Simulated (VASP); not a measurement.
# Si (Fm-3m) in VASP: further runs

Runs on Si. Level: PBE+D3(BJ). Tasks: single point.

Program: VASP 6.6.1. These are calculated values, not measurements. Logs are shortened: lines on timing, memory, paths and dates and some standing lists are left out, and cuts for length are marked.

### Step 1. The cell of the first run

The structure is cubic, space group Fm-3m (No. 225). Conventional cell: a = 3.340 Å, b = 3.340 Å, c = 3.340 Å, α = 90.00°, β = 90.00°, γ = 90.00°. Within 3.1 Å of Si (site symmetry m-3m) lie 12 Si at 2.36 Å.

### Step 2. Single point, PBE+D3(BJ)

The input, INCAR:

```
SYSTEM = Si
PREC = Accurate
ENCUT = 520
EDIFF = 1E-6
ISMEAR = 1
SIGMA = 0.02
LREAL = .False.
LASPH = .True.
NELM = 60
ALGO = Normal
ISIF = 2
LWAVE = .False.
LCHARG = .False.
GGA = PE
IVDW = 12
NBANDS = 8
```

The input, KPOINTS:

```
Automatic mesh
0
Gamma
  7 7 7
  0 0 0
```

The input, POSCAR:

```
Si
1.0
    0.0000000000      1.6700000000      1.6700000000
    1.6700000000      0.0000000000      1.6700000000
    1.6700000000      1.6700000000      0.0000000000
Si
1
Direct
    0.0000000000      0.0000000000      0.0000000000
```

Potentials or basis: VASP PAW PBE potentials, release 64 (Si).

The run is started by

```
$ cat potpaw_PBE.64/Si/POTCAR > POTCAR
$ mpirun -np 1 vasp_std > vasp.out
```

OUTCAR:

```text
SYSTEM = Si
   PREC = Accurate
   ENCUT = 520
   EDIFF = 1E-6
   ISMEAR = 1
   LREAL = .False.
   LASPH = .True.
   NELM = 60
   ISIF = 2
   GGA = PE
   IVDW = 12
 IVDW          = 12

 ion  position               nearest neighbor table
   1  0.000  0.000  0.000-

  LATTYP: Found a face centered cubic cell.
 ALAT       =     3.3400000000

  Lattice vectors:

 A1 = (   0.0000000000,   1.6700000000,   1.6700000000)
 A2 = (   1.6700000000,   0.0000000000,   1.6700000000)
 A3 = (   1.6700000000,   1.6700000000,   0.0000000000)

Analysis of symmetry for initial positions (statically):
=====================================================================
 Subroutine PRICEL returns:
 Original cell was already a primitive cell.

 Routine SETGRP: Setting up the symmetry group for a
 face centered cubic supercell.

 Subroutine GETGRP returns: Found 48 space group operations
 (whereof 48 operations were pure point group operations)
 out of a pool of 48 trial point group operations.

The static configuration has the point symmetry O_h .

Analysis of symmetry for dynamics (positions and initial velocities):
=====================================================================
 Subroutine PRICEL returns:
 Original cell was already a primitive cell.

 Routine SETGRP: Setting up the symmetry group for a
 face centered cubic supercell.

 Subroutine GETGRP returns: Found 48 space group operations
 (whereof 48 operations were pure point group operations)
 out of a pool of 48 trial point group operations.

The dynamic configuration has the point symmetry O_h .

 Subroutine INISYM returns: Found 48 space group operations
 (whereof 48 operations are pure point group operations),
 and found     1 'primitive' translations

----------------------------------------------------------------------------------------

                                     Primitive cell

  volume of cell :       9.3149

  direct lattice vectors                    reciprocal lattice vectors
     0.000000000  1.670000000  1.670000000    -0.299401198  0.299401198  0.299401198
     1.670000000  0.000000000  1.670000000     0.299401198 -0.299401198  0.299401198
     1.670000000  1.670000000  0.000000000     0.299401198  0.299401198 -0.299401198

  length of vectors
     2.361736649  2.361736649  2.361736649     0.518578086  0.518578086  0.518578086

  position of ions in fractional coordinates (direct lattice)
     0.000000000  0.000000000  0.000000000

  ion indices of the primitive-cell ions
   primitive index   ion index
                 1           1

----------------------------------------------------------------------------------------

 KPOINTS: Automatic mesh

Automatic generation of k-mesh.
 Grid dimensions read from file:
 generate k-points for:    7    7    7

 Generating k-lattice:

  Cartesian coordinates                     Fractional coordinates (reciprocal lattice)
    -0.042771600  0.042771600  0.042771600     0.142857143  0.000000000  0.000000000
     0.042771600 -0.042771600  0.042771600     0.000000000  0.142857143  0.000000000
     0.042771600  0.042771600 -0.042771600     0.000000000  0.000000000  0.142857143

  Length of vectors
     0.074082584  0.074082584  0.074082584

  Shift w.r.t. Gamma in fractional coordinates (k-lattice)
     0.000000000  0.000000000  0.000000000

 Subroutine IBZKPT returns following result:
 ===========================================

 Found     20 irreducible k-points:

 Following reciprocal coordinates:
            Coordinates               Weight
  0.000000  0.000000  0.000000      1.000000
  0.142857  0.000000  0.000000      8.000000
  0.285714  0.000000  0.000000      8.000000
  0.428571  0.000000  0.000000      8.000000
  0.142857  0.142857  0.000000      6.000000
  0.285714  0.142857  0.000000     24.000000
[... 12 lines left out ...]
 -0.428571  0.428571  0.142857     24.000000
 -0.285714  0.428571  0.142857     24.000000
   k-points           NKPTS =     20   k-points in BZ     NKDIM =     20   number of bands    NBANDS=      8
   number of dos      NEDOS =    301   number of ions     NIONS =      1
   total plane-waves  NPLWV =   5832
   dimension x,y,z NGX =    18 NGY =   18 NGZ =   18
   dimension x,y,z NGXF=    36 NGYF=   36 NGZF=   36
   ions per type =               1
   NGX,Y,Z   is equivalent  to a cutoff of  12.67, 12.67, 12.67 a.u.
   NGXF,Y,Z  is equivalent  to a cutoff of  25.34, 25.34, 25.34 a.u.
 SYSTEM =  Si
   PREC   = accura    normal or accurate (medium, high low for compatibility)
   ISTART =      0    job   : 0-new  1-cont  2-samecut
   ICHARG =      2    charge: 1-file 2-atom 10-const
   ISPIN  =      1    spin polarized calculation?
   LNONCOLLINEAR =      F non collinear calculations
   LSORBIT =      F    spin-orbit coupling
   LASPH  =      T    aspherical Exc in radial PAW
   ENCUT  =  520.0 eV  38.22 Ry    6.18 a.u.   4.39  4.39  4.39*2*pi/ulx,y,z
   NELM   =     60;   NELMIN=  2; NELMDL= -5     # of ELM steps
   EDIFF  = 0.1E-05   stopping-criterion for ELM
   LREAL  =      F    real-space projection
   EDIFFG = 0.1E-04   stopping-criterion for IOM
   NSW    =      0    number of steps for IOM
   IBRION =     -1    ionic relax: 0-MD 1-quasi-New 2-CG
   NFREE  =      0    steps in history (QN), initial steepest desc. (CG)
   ISIF   =      2    stress and relaxation
   ISYM   =      2    0-nonsym 1-usesym 2-fastsym
   POTIM  = 0.5000    time-step for ionic-motion
   TEBEG  =    0.0;   TEEND  =   0.0 temperature during run
   PSTRESS=    0.0 pullay stress
   NELECT =       4.0000    total number of electrons
   NUPDOWN=      -1.0000    fix difference up-down
   EMIN   =  10.00;   EMAX   =-10.00  energy-range for DOS
   EFERMI =   0.00;   METHOD = LEGACY
   ISMEAR =     1;   SIGMA  =   0.02  broadening in eV -4-tet -1-fermi 0-gaus
   EFERMI_NEDOS =   21; number of points for ismear=-14 and -15
   IALGO  =     38    algorithm
   IMIX   =      4    mixing-type and parameters
     AMIX     =   0.40;   BMIX     =  1.00
     AMIX_MAG =   1.60;   BMIX_MAG =  1.00
  volume/ion in A,a.u.               =       9.31        62.86
  Fermi-wavevector in a.u.,A,eV,Ry     =   1.235099  2.333998 20.755266  1.525469
  Thomas-Fermi vector in A             =   2.369762
   LORBIT       =      0    0 simple, 1 ext, 2 COOP (PROOUT), +10 PAW based schemes
   GGA     = PE    functional components
   LHFCALC =     F    Hartree Fock is set to
   AEXX    =    0.0000 exact exchange contribution
   IVDW    =    12    specifies the selected vdW correction
   LEPSILON=     F    determine dielectric tensor
   LRPA    =     F    only Hartree local field effects (RPA)
 non-spin polarized calculation
 Methfessel and Paxton  Order N= 1 SIGMA  =   0.02
  energy-cutoff  :      520.00
  volume of cell :        9.31
 maximum number of plane-waves:       262
 NGX is ok and might be reduce to    18
   NGX =  9   NGY =  9   NGZ =  9

 number of electron       4.0000000 magnetization

 Free energy of the ion-electron system (eV)
  ---------------------------------------------------
  ext. energy  EPLUGINS =         0.00000000
  ---------------------------------------------------
  free energy    TOTEN  =        -3.84680551 eV

  energy without entropy =       -3.84654943  energy(sigma->0) =       -3.84672015

 E-fermi :  16.7396     XC(G=0): -13.0696

 val. band max:       16.7342071069   @ k =   0.4286   0.2857   0.0000
 cond. band min:      16.7623566596   @ k =   0.2857   0.0000   0.0000
 fundamental gap:      0.0281495528
 Fermi energy:        16.7396122070

 k-point     1 :       0.0000    0.0000    0.0000
  band No.  band energies     occupation
      1      -2.0752      2.00000
      2      30.8968      0.00000
      3      30.8968      0.00000
      4      30.8968      0.00000
      5      34.6769      0.00000
      6      34.6769      0.00000
      7      34.6769      0.00000
      8      37.3200      0.00000

 k-point     2 :       0.1429    0.0000    0.0000
  band No.  band energies     occupation
      1      -1.2823      2.00000
      2      24.3725      0.00000
      3      29.8696      0.00000
      4      29.8696      0.00000
      5      35.1423      0.00000
      6      36.7872      0.00000
      7      36.7872      0.00000
      8      37.8579      0.00000

 k-point     3 :       0.2857    0.0000    0.0000
  band No.  band energies     occupation
      1       1.0707      2.00000
      2      16.7624     -0.06826
      3      29.0087      0.00000
      4      29.0087      0.00000
      5      33.7585      0.00000
      6      33.7585      0.00000
      7      34.6618      0.00000
      8      40.2238      0.00000

 k-point     4 :       0.4286    0.0000    0.0000
  band No.  band energies     occupation
      1       4.8971      2.00000
      2      10.2451      2.00000
      3      29.1472      0.00000
      4      29.1472      0.00000
      5      31.1285      0.00000
      6      31.1285      0.00000
      7      35.1116      0.00000
      8      37.2508      0.00000

 k-point     5 :       0.1429    0.1429    0.0000
  band No.  band energies     occupation
      1      -1.0189      2.00000
      2      26.9069      0.00000
      3      27.2159      0.00000
      4      27.2159      0.00000
      5      32.4881      0.00000
      6      33.4008      0.00000
      7      39.8307      0.00000
      8      39.8307      0.00000

 k-point     6 :       0.2857    0.1429    0.0000
  band No.  band energies     occupation
      1       0.8110      2.00000
      2      19.7156      0.00000
      3      25.7679      0.00000
      4      27.5065      0.00000
      5      28.9054      0.00000
      6      34.5865      0.00000
      7      39.3223      0.00000
      8      40.5771      0.00000

 k-point     7 :       0.4286    0.1429    0.0000
  band No.  band energies     occupation
      1       4.1449      2.00000
      2      12.8949      2.00000
      3      24.8231      0.00000
      4      25.5834      0.00000
      5      28.4185      0.00000
      6      36.4299      0.00000
      7      39.2957      0.00000
      8      41.2019      0.00000

 k-point     8 :      -0.4286    0.1429    0.0000
  band No.  band energies     occupation
      1       7.0757      2.00000
      2       9.0725      2.00000
      3      22.8617      0.00000
      4      26.6886      0.00000
      5      29.6425      0.00000
      6      34.4997      0.00000
      7      39.1419      0.00000
      8      42.1884      0.00000

 k-point     9 :      -0.2857    0.1429    0.0000
  band No.  band energies     occupation
      1       2.8735      2.00000
      2      15.0000      2.00000
      3      22.2809      0.00000
      4      29.1141      0.00000
      5      32.1980      0.00000
      6      33.6756      0.00000
      7      38.1000      0.00000
      8      40.2157      0.00000

 k-point    10 :      -0.1429    0.1429    0.0000
  band No.  band energies     occupation
      1       0.0297      2.00000
      2      21.3711      0.00000
      3      23.8509      0.00000
      4      32.8393      0.00000
      5      32.9794      0.00000
      6      35.7659      0.00000
      7      36.1251      0.00000
      8      37.3065      0.00000
[... 34 lines left out ...]
 k-point    14 :      -0.2857    0.2857    0.0000
  band No.  band energies     occupation
      1       6.1549      2.00000
      2      13.6655      2.00000
      3      16.5052      2.00000
      4      25.8392      0.00000
      5      28.8282      0.00000
      6      39.1032      0.00000
      7      40.4557      0.00000
      8      42.1778      0.00000

 k-point    15 :       0.4286    0.4286    0.0000
  band No.  band energies     occupation
      1       7.0971      2.00000
      2      14.4542      2.00000
      3      20.7290      0.00000
      4      22.1338      0.00000
      5      22.1338      0.00000
      6      28.3138      0.00000
      7      48.0915      0.00000
      8      50.5414      0.00000

 k-point    16 :      -0.4286    0.4286    0.0000
  band No.  band energies     occupation
      1       9.8387      2.00000
      2      12.1786      2.00000
      3      16.0100      2.00000
      4      22.3536      0.00000
      5      24.3061      0.00000
      6      31.4770      0.00000
      7      47.0898      0.00000
      8      48.2758      0.00000

 k-point    17 :       0.4286    0.2857    0.1429
  band No.  band energies     occupation
      1       3.1285      2.00000
      2      17.5142      0.00000
      3      20.1520      0.00000
      4      24.3138      0.00000
      5      31.0179      0.00000
      6      34.5859      0.00000
      7      37.4090      0.00000
      8      44.1724      0.00000

 k-point    18 :      -0.4286    0.2857    0.1429
  band No.  band energies     occupation
      1       6.8880      2.00000
      2      12.0833      2.00000
      3      19.1763      0.00000
      4      21.5427      0.00000
      5      32.7096      0.00000
      6      34.5060      0.00000
      7      39.4144      0.00000
      8      44.6694      0.00000

 k-point    19 :      -0.4286    0.4286    0.1429
  band No.  band energies     occupation
      1       8.0778      2.00000
      2      15.2074      2.00000
      3      15.5803      2.00000
      4      18.9519      0.00000
      5      29.2285      0.00000
      6      33.1199      0.00000
      7      41.6472      0.00000
      8      46.8536      0.00000

 k-point    20 :      -0.2857    0.4286    0.1429
  band No.  band energies     occupation
      1      10.9170      2.00000
      2      11.7474      2.00000
      3      14.4018      2.00000
      4      18.9642      0.00000
      5      31.8810      0.00000
      6      38.3963      0.00000
      7      38.7092      0.00000
      8      41.4811      0.00000

------------------------ aborting loop because EDIFF is reached ----------------------------------------

 Edisp (eV)   -0.67694

 E8    (eV) :    -0.2787

  FORCE on cell =-STRESS in cart. coord.  units (eV):
  Direction    XX          YY          ZZ          XY          YZ          ZX
  --------------------------------------------------------------------------------------
  -------------------------------------------------------------------------------------
  Total       4.87809     4.87809     4.87809    -0.00000     0.00000     0.00000
  in kB     839.03697   839.03697   839.03697    -0.00000     0.00000     0.00000
  external pressure =      839.04 kB  Pullay stress =        0.00 kB

 VOLUME and BASIS-vectors are now :
 -----------------------------------------------------------------------------
  energy-cutoff  :      520.00
  volume of cell :        9.31
      direct lattice vectors                 reciprocal lattice vectors
     0.000000000  1.670000000  1.670000000    -0.299401198  0.299401198  0.299401198
     1.670000000  0.000000000  1.670000000     0.299401198 -0.299401198  0.299401198
     1.670000000  1.670000000  0.000000000     0.299401198  0.299401198 -0.299401198

 POSITION                                       TOTAL-FORCE (eV/Angst)
 -----------------------------------------------------------------------------------
      0.00000      0.00000      0.00000         0.000000      0.000000      0.000000
 -----------------------------------------------------------------------------------
    total drift:                               -0.000000     -0.000000      0.000000

  FREE ENERGIE OF THE ION-ELECTRON SYSTEM (eV)
  ---------------------------------------------------
  free  energy   TOTEN  =        -4.5237482349 eV

  energy  without entropy=       -4.5234921574  energy(sigma->0) =       -4.52366288
```

It took 1.1 s on 1 thread of AMD EPYC 9R45 (Zen 5), shared host; peak memory 0.09 GiB.

What came out:

| Item | Value |
| --- | --- |
| Free energy | -4.5237 eV |
| Pressure | 83.9 GPa |
| Band gap on the k mesh | zero (band 2 reaches 30.90 eV, above the bottom of band 3 at 14.40 eV) |
| Dispersion energy per atom | -0.677 eV |

Caveat: the k points lie up to 0.47 Å⁻¹ apart; pairwise dispersion overbinds metals, which lowers pressure and volume.

[end of part 1 of 2]
